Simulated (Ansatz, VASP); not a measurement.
Given: the input of a run of VASP 6.6.1 on Cd.

INCAR

```
SYSTEM = Cd
PREC     = Accurate       ! precision mode
ENCUT    = 520            ! plane-wave cutoff, eV
EDIFF    = 1E-7           ! SCF threshold, eV
ISMEAR   = 0              ! smearing method
SIGMA    = 0.05           ! smearing width, eV
LREAL    = .False.        ! projectors in reciprocal space
LASPH    = .True.         ! aspherical terms in the spheres
NELM     = 80             ! most SCF steps
ALGO     = Normal         ! electronic algorithm
ISIF     = 2              ! what is computed and relaxed
LWAVE    = .False.        ! write WAVECAR
LCHARG   = .False.        ! write CHGCAR
GGA      = PS             ! functional
NBANDS   = 12             ! bands
```

Contents of KPOINTS:

```
Automatic mesh
0
Gamma
  10 10 10
  0 0 0
```

File POSCAR:

```
Cd
1.0
    3.0735461300      0.0000000000      0.0000000000
    1.3909569376      2.7407890490      0.0000000000
    1.3909569376      0.8539180026      2.6043710672
Cd
1
Direct
    0.0000000000      0.0000000000      0.0000000000
```

Potentials or basis: VASP PAW PBE potentials, release 64 (Cd).

The run is started by

```console
$ cat potpaw_PBE.64/Cd/POTCAR > POTCAR
$ mpirun -np 1 vasp_std > vasp.out
```

Set up the same calculation for Ansatz 0.2.0. Potentials there: all-electron LAPW, scalar-relativistic.

As run (the cutoff follows the program's own potentials):

input.yaml

```yaml
crystal:
  lattice:
    - [3.07354613, 0.0, 0.0]
    - [1.3909569376, 2.740789049, 0.0]
    - [1.3909569376, 0.8539180026, 2.6043710672]
  atoms:
    - { symbol: Cd, position: [0.0, 0.0, 0.0] }
kpoints:
  mp_grid: { grid: [10, 10, 10] }
scf:
  occupations: { method: gaussian, width: 0.05 }
hamiltonian:
  xc: pbesol
  pseudopotentials: { kind: all_electron, lapw: { basis_error: 0.001 } }
output:
  forces: true
  stress: true
  eigenvalues: true
```

Potentials or basis: all-electron LAPW, scalar-relativistic.

Launch:

```console
$ ansatz run input.yaml --threads 1 --pin off --max-ram 3072MiB --backend cpu --events-out ev --progress --plain --runs-dir out
```

Both were run:

|  | VASP | Ansatz | Ansatz less VASP |
| --- | --- | --- | --- |
| gap on the k mesh at the Fermi level (eV) | none | none | - |
| pressure (GPa) | -1.9 | -2.2 | -0.29 |
| traceless stress, the component that is largest in VASP (GPa) | 0.17 | 0.15 | -0.022 |

VASP's potentials were made for PBE, not for PBEsol. A gap of «none» marks a metal or a gap that the smearing closes. Ansatz ran all-electron here, and VASP with PAW potentials.
